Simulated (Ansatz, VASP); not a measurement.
# NaF: VASP beside Ansatz

```
Na F
1.0
     0.00000    2.53126    2.53126
     2.53126    0.00000    2.53126
     2.53126    2.53126    0.00000
Na F
1 1
Direct
  0.00000 0.00000 0.00000
  0.25000 0.25000 0.25000
```

Alike in both runs: task single point; functional HSE06; k mesh 4 × 4 × 4; occupations gaussian, width 0.2 eV; no spin polarisation.

|  | VASP | Ansatz |
| --- | --- | --- |
| version | VASP 6.6.1 | Ansatz 0.2.0 |
| potentials or method | VASP PAW PBE potentials, release 64 (Na_pv, F) | plane waves |
| plane-wave cutoff (eV) | 520 | 420 |
| valence electrons in the cell | 14 | 16 |

```tsv
	VASP	Ansatz	Ansatz less VASP
gap on the k mesh at the Fermi level (eV)	7.64	7.66	+0.027
pressure (GPa)	0.9	0.7	-0.15
```

VASP's potentials hold 14 valence electrons a cell and Ansatz's 16, so a difference there can come from the potentials and not from the codes. Ansatz's warnings: stress exchange threshold loose, stress scf threshold loose.

The k mesh is coarse, so the values compare programs but aren't converged.
